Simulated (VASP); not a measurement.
Wanted: the native input for a VASP 6.6.1 run.

```
Task                   : single point
Functional             : PBEsol
Potentials or basis    : VASP PAW PBE potentials, release 64 (Y_sv)
Cutoff                 : 520 eV
k mesh                 : 18 × 18 × 18
Occupations            : gaussian, width 0.15 eV
Spin                   : no spin polarisation
Dipole correction      : no
Further INCAR settings : ALGO = Fast; EDIFF = 1e-06; NBANDS = 12
```

The structure of Y lies in POSCAR:

```
Y
1.0
    0.0000000000      2.8687229481      1.8646699162
    2.8687229481      0.0000000000      1.8646699162
    2.8687229481      2.8687229481      0.0000000000
Y
1
Direct
    0.0000000000      0.0000000000      0.0000000000
```

This cell differs from its parent crystal: ratio of the length along z to the lengths across it x 0.65, volume and fractional coordinates fixed.

One way to write it, as run:

INCAR

```
PREC = Accurate ; ENCUT = 520
EDIFF = 1E-6 ; ISMEAR = 0
SIGMA = 0.15 ; LREAL = F
LASPH = T ; NELM = 80
ALGO = Fast ; ISIF = 2
LWAVE = F ; LCHARG = F
GGA = PS ; NBANDS = 12
```

KPOINTS

```
regular mesh
0
Gamma
  18 18 18
```

Potentials or basis: VASP PAW PBE potentials, release 64 (Y_sv).

Launch:

```bash
$ cat potpaw_PBE.64/Y_sv/POTCAR > POTCAR
$ mpirun -np 1 vasp_std > vasp.out
```

It gave:

```yaml
Pressure: 0.6 GPa
```

Caveat: the PAW data sets were made with another functional, which shifts forces and pressure a little.

Wall time 3.5 min on 1 thread of Intel(R) Xeon(R) Platinum 8259CL CPU @ 2.50GHz (Skylake/Cascade Lake), on a shared host, peak memory 0.34 GiB.
